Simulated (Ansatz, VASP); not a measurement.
One calculation of Ga, two programs

File INCAR:

```
SYSTEM = Ga
  PREC = Accurate
  ENCUT = 520
  EDIFF = 1E-8
  ISMEAR = -1
  SIGMA = 0.03
  LREAL = .FALSE.
  LASPH = .TRUE.
  NELM = 100
  ALGO = Normal
  ISIF = 2
  LWAVE = .FALSE.
  LCHARG = .FALSE.
  GGA = PE
  LEFG = .TRUE.
  NBANDS = 34
```

Contents of KPOINTS:

```
regular mesh
0
G
  11 11 9
  0 0 0
```

The input POSCAR:

```
Ga
1.0
    2.2553500000     -3.8224000000      0.0000000000
    2.2553500000      3.8224000000      0.0000000000
    0.0000000000      0.0000000000      4.5167000000
Ga
4
Direct
    0.1525000000      0.8475000000      0.0785000000
    0.6525000000      0.3475000000      0.4215000000
    0.8475000000      0.1525000000      0.9215000000
    0.3475000000      0.6525000000      0.5785000000
```

Input for Ansatz:

```yaml
crystal:
  lattice:
    - [2.25535, -3.8224, 0.0]
    - [2.25535, 3.8224, 0.0]
    - [0.0, 0.0, 4.5167]
  atoms:
    - { symbol: Ga, position: [0.1525, 0.8475, 0.0785] }
    - { symbol: Ga, position: [0.6525, 0.3475, 0.4215] }
    - { symbol: Ga, position: [0.8475, 0.1525, 0.9215] }
    - { symbol: Ga, position: [0.3475, 0.6525, 0.5785] }
kpoints:
  mp_grid: { grid: [11, 11, 9] }
  band_path:
    path:
      - [0.0, 0.0, 0.0]
      - [-0.5, 0.5, 0.0]
      - [-0.337035342, 0.662964658, 0.0]
      - [0.337035342, 0.337035342, 0.0]
      - [0.0, 0.0, 0.0]
      - [0.0, 0.0, 0.5]
      - [0.337035342, 0.337035342, 0.5]
      - [-0.337035342, 0.662964658, 0.5]
      - [-0.5, 0.5, 0.5]
    npoints: 8
scf:
  occupations: { method: fermi_dirac, width: 0.03 }
hamiltonian:
  xc: pbe
  pseudopotentials: { kind: all_electron, datasets: crystal }
output:
  forces: true
  stress: true
  eigenvalues: true
  efg: { contact_densities: true }
```

Alike in both runs: task electric field gradients; functional PBE; k mesh 11 × 11 × 9; occupations fermi-dirac, width 0.03 eV; no spin polarisation.

```csv
,VASP,Ansatz
version,VASP 6.6.1,Ansatz 0.2.0
potentials or method,"VASP PAW PBE potentials, release 64 (Ga_d), cutoff 520 eV","all-electron PAW with datasets made for the crystal, scalar-relativistic"
```

Ansatz gave:

```
pressure (GPa)                                                : 2.3
traceless stress, the component that is largest in VASP (GPa) : 1.76
rms of the force components (eV/Å)                            : 0.268
size of Vzz on the site where it differs most (V/Å²)          : 53.4
```

Q: What did VASP give for the same quantities?

A: Pressure (GPa): 2.4; traceless stress, the component that is largest in VASP (GPa): 1.80; rms of the force components (eV/Å): 0.268; size of Vzz on the site where it differs most (V/Å²): 50.7.

Atom by atom the forces differ by 0.000 eV/Å (rms over components). Ansatz ran all-electron here, and VASP with PAW potentials.
